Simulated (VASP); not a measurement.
# Si16O (a cell with a defect) in VASP: a series of runs

Si16O (a cell with a defect) is run at these levels: PBE; tasks: single point.

All numbers are computed with VASP 6.6.1; they aren't measurements. Logs are shortened: lines on timing, memory, paths and dates and some standing lists are left out, and cuts for length are marked.

### Step 1. The cell of the first run

The cell holds a defect, 17 atoms: a = 6.365 Å, b = 7.703 Å, c = 7.703 Å, α = 120.00°, β = 90.00°, γ = 90.00°.

### Step 2. Single point, PBE

Contents of INCAR:

```
  PREC = Accurate
  ENCUT = 520
  EDIFF = 1E-6
  ISMEAR = 0
  SIGMA = 0.02
  LREAL = Auto
  LASPH = T
  NELM = 60
  ALGO = Normal
  ISIF = 2
  LWAVE = F
  LCHARG = T
  GGA = PE
  LELF = T
  LVHAR = T
  NBANDS = 49
```

Contents of KPOINTS:

```
Automatic mesh
0
Gamma
  3 3 3
```

Contents of POSCAR:

```
Si16O
1.0
    0.0000000000      0.0000000000      6.3650226989
   -3.8512806406      6.6706137436      0.0000000000
   -3.8512806405     -6.6706137437      0.0000000000
Si O
16 1
Direct
    0.0676151386      0.1602372716      0.3204745431
    0.0653652128      0.6666666667      0.3333333333
    0.0676151386      0.1602372716      0.8397627284
    0.0676151386      0.6795254569      0.8397627284
    0.5664408769      0.8304647928      0.1695352072
    0.5664408769      0.3390704144      0.1695352072
    0.5664408769      0.8304647928      0.6609295856
    0.5675152887      0.3333333333      0.6666666667
    0.4323848614      0.1602372716      0.3204745431
    0.4346347872      0.6666666667      0.3333333333
    0.4323848614      0.1602372716      0.8397627284
    0.4323848614      0.6795254569      0.8397627284
    0.9335591231      0.8304647928      0.1695352072
    0.9335591231      0.3390704144      0.1695352072
    0.9335591231      0.8304647928      0.6609295856
    0.9324847113      0.3333333333      0.6666666667
    0.2500000000      0.0000000000      0.0000000000
```

Potentials or basis: VASP PAW PBE potentials, release 64 (Si, O).

On the command line:

```console
$ cat potpaw_PBE.64/Si/POTCAR potpaw_PBE.64/O/POTCAR > POTCAR
$ mpirun -np 1 vasp_std > vasp.out
```

OUTCAR:

```text
PREC = Accurate
   ENCUT = 520
   EDIFF = 1E-6
   ISMEAR = 0
   LREAL = Auto
   LASPH = T
   NELM = 60
   ISIF = 2
   GGA = PE

 ion  position               nearest neighbor table
   1  0.068  0.160  0.320-   9 2.32  14 2.36  13 2.36  17 2.43  16 2.46
   2  0.065  0.667  0.333-  13 2.34  14 2.34  15 2.34  10 2.35
   3  0.068  0.160  0.840-  11 2.32  15 2.36  14 2.36  17 2.43  16 2.46
   4  0.068  0.680  0.840-  12 2.32  15 2.36  13 2.36  17 2.43  16 2.46
   5  0.566  0.830  0.170-  13 2.34  10 2.34   9 2.36  12 2.36
   6  0.566  0.339  0.170-  14 2.34  10 2.34   9 2.36  11 2.36
   7  0.566  0.830  0.661-  15 2.34  10 2.34  12 2.36  11 2.36
   8  0.568  0.333  0.667-  16 2.32  11 2.46  12 2.46   9 2.46
   9  0.432  0.160  0.320-   1 2.32   6 2.36   5 2.36  17 2.43   8 2.46
  10  0.435  0.667  0.333-   5 2.34   6 2.34   7 2.34   2 2.35
  11  0.432  0.160  0.840-   3 2.32   7 2.36   6 2.36  17 2.43   8 2.46
  12  0.432  0.680  0.840-   4 2.32   7 2.36   5 2.36  17 2.43   8 2.46
  13  0.934  0.830  0.170-   5 2.34   2 2.34   1 2.36   4 2.36
  14  0.934  0.339  0.170-   6 2.34   2 2.34   1 2.36   3 2.36
  15  0.934  0.830  0.661-   7 2.34   2 2.34   4 2.36   3 2.36
  16  0.932  0.333  0.667-   8 2.32   3 2.46   4 2.46   1 2.46
  17  0.250  0.000  0.000-   4 2.43  12 2.43   9 2.43   1 2.43  11 2.43   3 2.43

  LATTYP: Found a hexagonal cell.
 ALAT       =     7.7025612811
 C/A-ratio  =     0.8263514520

  Lattice vectors:

 A1 = (  -3.8512806406,   6.6706137436,   0.0000000000)
 A2 = (  -3.8512806405,  -6.6706137437,   0.0000000000)
 A3 = (   0.0000000000,   0.0000000000,   6.3650226989)

Analysis of symmetry for initial positions (statically):
=====================================================================
 Subroutine PRICEL returns:
 Original cell was already a primitive cell.

 Routine SETGRP: Setting up the symmetry group for a
 hexagonal supercell.

 Subroutine GETGRP returns: Found 12 space group operations
 (whereof  6 operations were pure point group operations)
 out of a pool of 24 trial point group operations.

The static configuration has the point symmetry C_3v.
 The point group associated with its full space group is D_3h.

Analysis of symmetry for dynamics (positions and initial velocities):
=====================================================================
 Subroutine PRICEL returns:
 Original cell was already a primitive cell.

 Routine SETGRP: Setting up the symmetry group for a
 hexagonal supercell.

 Subroutine GETGRP returns: Found 12 space group operations
 (whereof  6 operations were pure point group operations)
 out of a pool of 24 trial point group operations.

The dynamic configuration has the point symmetry C_3v.
 The point group associated with its full space group is D_3h.

 Subroutine INISYM returns: Found 12 space group operations
 (whereof  6 operations are pure point group operations),
 and found     1 'primitive' translations

----------------------------------------------------------------------------------------

                                     Primitive cell

  volume of cell :     327.0400

  direct lattice vectors                    reciprocal lattice vectors
     0.000000000  0.000000000  6.365022699     0.000000000  0.000000000  0.157108631
    -3.851280641  6.670613744  0.000000000    -0.129826945  0.074955622  0.000000000
    -3.851280641 -6.670613744  0.000000000    -0.129826945 -0.074955622  0.000000000

  length of vectors
     6.365022699  7.702561281  7.702561281     0.157108631  0.149911243  0.149911243

  position of ions in fractional coordinates (direct lattice)
     0.067615139  0.160237272  0.320474543
     0.065365213  0.666666667  0.333333333
     0.067615139  0.160237272  0.839762728
     0.067615139  0.679525457  0.839762728
     0.566440877  0.830464793  0.169535207
     0.566440877  0.339070414  0.169535207
[... 9 lines left out ...]
     0.932484711  0.333333333  0.666666667
     0.250000000  0.000000000  0.000000000

  ion indices of the primitive-cell ions
   primitive index   ion index
                 1           1
                 2           2
                 3           3
                 4           4
                 5           5
                 6           6
[... 9 lines left out ...]
                16          16
                17          17

----------------------------------------------------------------------------------------

 KPOINTS: Automatic mesh

Automatic generation of k-mesh.
 Grid dimensions read from file:
 generate k-points for:    3    3    3

 Generating k-lattice:

  Cartesian coordinates                     Fractional coordinates (reciprocal lattice)
     0.000000000  0.000000000  0.052369544     0.333333333  0.000000000  0.000000000
    -0.043275648  0.024985207  0.000000000     0.000000000  0.333333333  0.000000000
    -0.043275648 -0.024985207  0.000000000     0.000000000  0.000000000  0.333333333

  Length of vectors
     0.052369544  0.049970414  0.049970414

  Shift w.r.t. Gamma in fractional coordinates (k-lattice)
     0.000000000  0.000000000  0.000000000

 Subroutine IBZKPT returns following result:
 ===========================================

 Found      6 irreducible k-points:

 Following reciprocal coordinates:
            Coordinates               Weight
  0.000000  0.000000  0.000000      1.000000
  0.333333  0.000000  0.000000      2.000000
  0.000000  0.333333  0.000000      6.000000
  0.333333  0.333333  0.000000     12.000000
  0.000000  0.333333  0.333333      2.000000
  0.333333  0.333333  0.333333      4.000000
   k-points           NKPTS =      6   k-points in BZ     NKDIM =      6   number of bands    NBANDS=     49
   number of dos      NEDOS =    301   number of ions     NIONS =     17
   total plane-waves  NPLWV = 172800
   dimension x,y,z NGX =    48 NGY =   60 NGZ =   60
   dimension x,y,z NGXF=    96 NGYF=  120 NGZF=  120
   ions per type =              16   1
   NGX,Y,Z   is equivalent  to a cutoff of  12.54, 12.95, 12.95 a.u.
   NGXF,Y,Z  is equivalent  to a cutoff of  25.07, 25.90, 25.90 a.u.
 SYSTEM =  unknown system
   PREC   = accura    normal or accurate (medium, high low for compatibility)
   ISTART =      0    job   : 0-new  1-cont  2-samecut
   ICHARG =      2    charge: 1-file 2-atom 10-const
   ISPIN  =      1    spin polarized calculation?
   LNONCOLLINEAR =      F non collinear calculations
   LSORBIT =      F    spin-orbit coupling
   LASPH  =      T    aspherical Exc in radial PAW
   ENCUT  =  520.0 eV  38.22 Ry    6.18 a.u.  11.83 14.32 14.32*2*pi/ulx,y,z
   NELM   =     60;   NELMIN=  2; NELMDL= -5     # of ELM steps
   EDIFF  = 0.1E-05   stopping-criterion for ELM
   LREAL  =      T    real-space projection
   EDIFFG = 0.1E-04   stopping-criterion for IOM
   NSW    =      0    number of steps for IOM
   IBRION =     -1    ionic relax: 0-MD 1-quasi-New 2-CG
   NFREE  =      0    steps in history (QN), initial steepest desc. (CG)
   ISIF   =      2    stress and relaxation
   ISYM   =      2    0-nonsym 1-usesym 2-fastsym
   POTIM  = 0.5000    time-step for ionic-motion
   TEBEG  =    0.0;   TEEND  =   0.0 temperature during run
   PSTRESS=    0.0 pullay stress
   NELECT =      70.0000    total number of electrons
   NUPDOWN=      -1.0000    fix difference up-down
   EMIN   =  10.00;   EMAX   =-10.00  energy-range for DOS
   EFERMI =   0.00;   METHOD = LEGACY
   ISMEAR =     0;   SIGMA  =   0.02  broadening in eV -4-tet -1-fermi 0-gaus
   EFERMI_NEDOS =   21; number of points for ismear=-14 and -15
   IALGO  =     38    algorithm
   IMIX   =      4    mixing-type and parameters
     AMIX     =   0.40;   BMIX     =  1.00
     AMIX_MAG =   1.60;   BMIX_MAG =  1.00
  volume/ion in A,a.u.               =      19.24       129.82
  Fermi-wavevector in a.u.,A,eV,Ry     =   0.979281  1.850572 13.047861  0.958991
  Thomas-Fermi vector in A             =   2.110122
   LORBIT       =      0    0 simple, 1 ext, 2 COOP (PROOUT), +10 PAW based schemes
   GGA     = PE    functional components
   LHFCALC =     F    Hartree Fock is set to
   AEXX    =    0.0000 exact exchange contribution
   IVDW    =     0    specifies the selected vdW correction
   LEPSILON=     F    determine dielectric tensor
   LRPA    =     F    only Hartree local field effects (RPA)
 non-spin polarized calculation
 Gauss-broadening in eV      SIGMA  =   0.02
  energy-cutoff  :      520.00
  volume of cell :      327.04
 maximum number of plane-waves:      8825
 NGX is ok and might be reduce to    48
   NGX = 23   NGY = 29   NGZ = 29

 number of electron      69.9999995 magnetization

 Free energy of the ion-electron system (eV)
  ---------------------------------------------------
  ext. energy  EPLUGINS =         0.00000000
  ---------------------------------------------------
  free energy    TOTEN  =       -90.54795995 eV

  energy without entropy =      -90.54750238  energy(sigma->0) =      -90.54773117

 E-fermi :   5.3963     XC(G=0):  -9.4914

 val. band max:        5.3690890053   @ k =   0.3333   0.3333   0.3333
 cond. band min:       5.4137561847   @ k =   0.0000   0.0000   0.0000
 fundamental gap:      0.0446671794
 Fermi energy:         5.3963046671

 k-point     1 :       0.0000    0.0000    0.0000
  band No.  band energies     occupation
      1     -11.5980      2.00000
      2      -5.8868      2.00000
      3      -4.1782      2.00000
      4      -4.1782      2.00000
      5      -3.9026      2.00000
      6      -3.8291      2.00000
[... 39 lines left out ...]
     46       8.8495      0.00000
     47       8.8495      0.00000

 k-point     2 :       0.3333    0.0000    0.0000
  band No.  band energies     occupation
      1     -11.5953      2.00000
      2      -5.6005      2.00000
      3      -4.6707      2.00000
      4      -3.8644      2.00000
      5      -3.8644      2.00000
      6      -3.5051      2.00000
[... 39 lines left out ...]
     46       8.2453      0.00000
     47       8.6183      0.00000

 k-point     3 :       0.0000    0.3333    0.0000
  band No.  band energies     occupation
      1     -11.5969      2.00000
      2      -5.6526      2.00000
      3      -4.7933      2.00000
      4      -4.2785      2.00000
      5      -3.9556      2.00000
      6      -3.5909      2.00000
[... 39 lines left out ...]
     46       9.2509      0.00000
     47       9.4721      0.00000

 k-point     4 :       0.3333    0.3333    0.0000
  band No.  band energies     occupation
      1     -11.5944      2.00000
      2      -5.3429      2.00000
      3      -4.5805      2.00000
      4      -4.3097      2.00000
      5      -3.9573      2.00000
      6      -3.7110      2.00000
[... 39 lines left out ...]
     46       8.9316      0.00000
     47       9.2279      0.00000

 k-point     5 :       0.0000    0.3333    0.3333
  band No.  band energies     occupation
      1     -11.5963      2.00000
      2      -5.3623      2.00000
      3      -5.0259      2.00000
      4      -4.8248      2.00000
      5      -3.2257      2.00000
      6      -3.1147      2.00000
[... 39 lines left out ...]
     46       9.5308      0.00000
     47       9.5881      0.00000

 k-point     6 :       0.3333    0.3333    0.3333
  band No.  band energies     occupation
      1     -11.5939      2.00000
      2      -5.0131      2.00000
      3      -4.6807      2.00000
      4      -4.6437      2.00000
      5      -4.0225      2.00000
      6      -3.6770      2.00000
[... 39 lines left out ...]
     46       9.4014      0.00000
     47       9.4607      0.00000
 [bands above 47 left out]

------------------------ aborting loop because EDIFF is reached ----------------------------------------

  FORCE on cell =-STRESS in cart. coord.  units (eV):
  Direction    XX          YY          ZZ          XY          YZ          ZX
  --------------------------------------------------------------------------------------
  -------------------------------------------------------------------------------------
  Total       -1.9996663     -1.9996663      4.7335105     -0.0000000      0.0000000      0.0000000
  in kB       -9.7964155     -9.7964155     23.1895869     -0.0000000      0.0000000      0.0000000
  external PRESSURE =       1.1989186 kB  Pullay stress =       0.0000000 kB

 VOLUME and BASIS-vectors are now :
 -----------------------------------------------------------------------------
  energy-cutoff  :      520.00
  volume of cell :      327.04
      direct lattice vectors                 reciprocal lattice vectors
     0.000000000  0.000000000  6.365022699     0.000000000  0.000000000  0.157108631
    -3.851280641  6.670613744  0.000000000    -0.129826945  0.074955622  0.000000000
    -3.851280641 -6.670613744  0.000000000    -0.129826945 -0.074955622  0.000000000

 POSITION                                       TOTAL-FORCE (eV/Angst)
 -----------------------------------------------------------------------------------
     -1.85136     -1.06888      0.43037        -0.001908     -0.001102     -0.003068
     -3.85128      2.22354      0.41605        -0.000000      0.000000     -0.002987
     -3.85128     -4.53285      0.43037        -0.000000      0.002204     -0.003068
     -5.85121     -1.06888      0.43037         0.001908     -0.001102     -0.003068
     -3.85128      4.40881      3.60541        -0.000000      0.002537     -0.000244
     -1.95878      1.13090      3.60541         0.002197     -0.001268     -0.000244
[... 9 lines left out ...]
     -3.85128     -2.22354      5.93529        -0.000000      0.000000      0.003703
      0.00000      0.00000      1.59126         0.000000      0.000000     -0.000000
 -----------------------------------------------------------------------------------
    total drift:                                0.000000     -0.000000      0.000000

  FREE ENERGIE OF THE ION-ELECTRON SYSTEM (eV)
  ---------------------------------------------------
  free  energy   TOTEN  =       -90.5479599545 eV

  energy  without entropy=      -90.5475023825  energy(sigma->0) =      -90.54773117
```

It took 4.4 min on 1 thread of AMD EPYC 7R43 (Zen 3), shared host; peak memory 0.36 GiB.

Results:

| Property | Result |
| --- | --- |
| Free energy | -90.5480 eV |
| Pressure | 0.1 GPa |
| Largest force | 0.004 eV/Å |
| Band gap on the k mesh | zero (band 35 reaches 6.14 eV, above the bottom of band 36 at 5.37 eV) |

Forces on the atoms (eV/Å):
```
Si  -0.002 -0.001 -0.003
Si   0.000  0.000 -0.003
Si   0.000  0.002 -0.003
Si   0.002 -0.001 -0.003
Si   0.000  0.003  0.000
Si   0.002 -0.001  0.000
Si  -0.002 -0.001  0.000
Si   0.000  0.000 -0.004
Si  -0.002 -0.001  0.003
Si   0.000  0.000  0.003
Si   0.000  0.002  0.003
Si   0.002 -0.001  0.003
Si   0.000  0.003  0.000
Si   0.002 -0.001  0.000
Si  -0.002 -0.001  0.000
Si   0.000  0.000  0.004
O    0.000  0.000  0.000
```

Stress tensor (GPa, compression positive):
```
-0.98  0.00  0.00
 0.00 -0.98  0.00
 0.00  0.00  2.32
```

Levels at points of the mesh, in eV from the Fermi level:
```csv
k point,band 32,band 33,band 34,band 35,band 36,band 37,band 38,band 39
"(0.00, 0.00, 0.00)",-0.45,-0.45,0.02,0.75,0.75,1.11,1.11,1.40
```

(Part 1 of 2 ends here.)
